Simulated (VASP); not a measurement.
A run of VASP 6.6.1 is set up as follows.

Contents of INCAR:

```
SYSTEM = Hf4O3
ALGO = Normal
EDIFF = 1E-7
EDIFFG = -0.08
ENCUT = 600
GGA = PE
IBRION = 2
ISIF = 3
ISMEAR = 0
LASPH = .TRUE.
LCHARG = .FALSE.
LREAL = .FALSE.
LWAVE = .FALSE.
NELM = 60
NSW = 36
PREC = Accurate
SIGMA = 0.2
```

KPOINTS

```
k-points
0
G
  4 4 4
  0 0 0
```

The input POSCAR:

```
Hf4O3
1.0
    4.6264056700      0.0000000000      0.0000000000
    0.0000000000      4.6264056700      0.0000000000
    0.0000000000      0.0000000000      4.7883958100
Hf O
4 3
Direct
    0.2554910200      0.2554910200      0.2597206200
    0.7445089800      0.7445089800      0.2597206200
    0.7445089800      0.2554910200      0.7402793800
    0.2554910200      0.7445089800      0.7402793800
    0.0000000000      0.0000000000      0.0000000000
    0.0000000000      0.0000000000      0.5000000000
    0.5000000000      0.5000000000      0.0000000000
```

Potentials or basis: VASP PAW PBE potentials, release 64 (Hf_pv, O).

Run with:

```sh
$ cat potpaw_PBE.64/Hf_pv/POTCAR potpaw_PBE.64/O/POTCAR > POTCAR
$ mpirun -np 1 vasp_std > vasp.out
```

Task: What does it give for the band gap on the k mesh?

Result: Zero (band 29 reaches 5.98 eV, above the bottom of band 30 at 5.02 eV).

Task: What does it give for the relaxed volume?

Result: 16.46 Å³/atom.

Final structure:
```cif
data_structure
_symmetry_space_group_name_H-M 'P 1'
_symmetry_Int_Tables_number 1
_cell_length_a 4.7818
_cell_length_b 4.7818
_cell_length_c 5.0377
_cell_angle_alpha 90.000
_cell_angle_beta 90.000
_cell_angle_gamma 90.000
_cell_volume 115.19
loop_
_atom_site_label
_atom_site_type_symbol
_atom_site_fract_x
_atom_site_fract_y
_atom_site_fract_z
_atom_site_occupancy
Hf1 Hf 0.25035 0.25035 0.25063 1
Hf2 Hf 0.74965 0.74965 0.25063 1
Hf3 Hf 0.74965 0.25035 0.74937 1
Hf4 Hf 0.25035 0.74965 0.74937 1
O1 O 0.00000 0.00000 0.00000 1
O2 O 0.00000 0.00000 0.50000 1
O3 O 0.50000 0.50000 0.00000 1
```

Caveat: spin-orbit coupling is left out, which moves the levels of the heavy elements.
